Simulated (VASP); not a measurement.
The system is TiH.

```
Ti H
1.0
     2.57000    0.00000    0.00000
     0.00000    2.57000    0.00000
     0.00000    0.00000    2.57000
Ti H
1 1
Direct
  0.00000 0.00000 0.00000
  0.50000 0.50000 0.50000
```

| Item | Value |
| --- | --- |
| Program | VASP 6.6.1 |
| Task | relaxation of cell and atoms |
| Functional | PBEsol |
| Potentials or basis | VASP PAW PBE potentials, release 64 (Ti_sv, H) |
| Cutoff | 600 eV |
| k mesh | 7 × 7 × 7 |
| Occupations | fermi-dirac, width 0.1 eV |
| Spin | no spin polarisation |

At the start: pressure 8.7 GPa; volume 8.49 Å³/atom.

Task: Where does the relaxation end?

Result: Over 3 steps the energy falls by 14.2 meV/atom and the volume is 9.04 Å³/atom (+6.5 %); space group Pm-3m (No. 221, to 0.05 Å).

The path:
```
step  energy change (eV)  largest force (eV/Å)  pressure (GPa)  volume (Å³)
   1              0.0000                0.0000            8.73        16.97
   2             -0.0283                0.0000           -0.41        18.14
   3             -0.0283                0.0000           -0.01        18.07
```

Final structure:
```
CELL_PARAMETERS angstrom
2.62428 0.00000 0.00000
0.00000 2.62428 0.00000
0.00000 0.00000 2.62428
ATOMIC_POSITIONS crystal
Ti 0.00000 0.00000 0.00000
H 0.50000 0.50000 0.50000
```

Caveat: the PAW data sets were made with another functional, which shifts forces and pressure a little.
